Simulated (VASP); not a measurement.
SnSe, 2 atoms in the cell. It takes space group Fm-3m (No. 225, cubic). Conventional cell: a = 6.020 Å, b = 6.020 Å, c = 6.020 Å, α = 90.00°, β = 90.00°, γ = 90.00°. Sn (site symmetry m-3m) has 6 Se at 3.01 Å within 4.0 Å. Se (site symmetry m-3m) has 6 Sn at 3.01 Å within 4.0 Å. 

* Program: VASP 6.6.1
* Task: electric field gradients
* Functional: LDA
* Potentials or basis: VASP PAW LDA potentials, release 64 (Sn_d, Se)
* Cutoff: 520 eV
* k mesh: 9 × 9 × 9
* Occupations: fermi-dirac, width 0.02 eV
* Spin: no spin polarisation
* Dipole correction: no
* Further INCAR settings: ALGO = Normal; EDIFF = 1e-08; NBANDS = 17

Potentials or basis: VASP PAW LDA potentials, release 64 (Sn_d, Se).

Run with:

```sh
$ cat potpaw_LDA.64/Sn_d/POTCAR potpaw_LDA.64/Se/POTCAR > POTCAR
$ mpirun -np 1 vasp_std > vasp.out
```

Hardware: 1 thread of Intel(R) Xeon(R) 6975P-C (Granite Rapids), with other jobs on the host.

How long does it take, and how much memory?

It took 14 s on 1 thread of Intel(R) Xeon(R) 6975P-C (Granite Rapids), on a shared host, peak memory 0.16 GiB. Counts: scf iterations 13, k points 35.
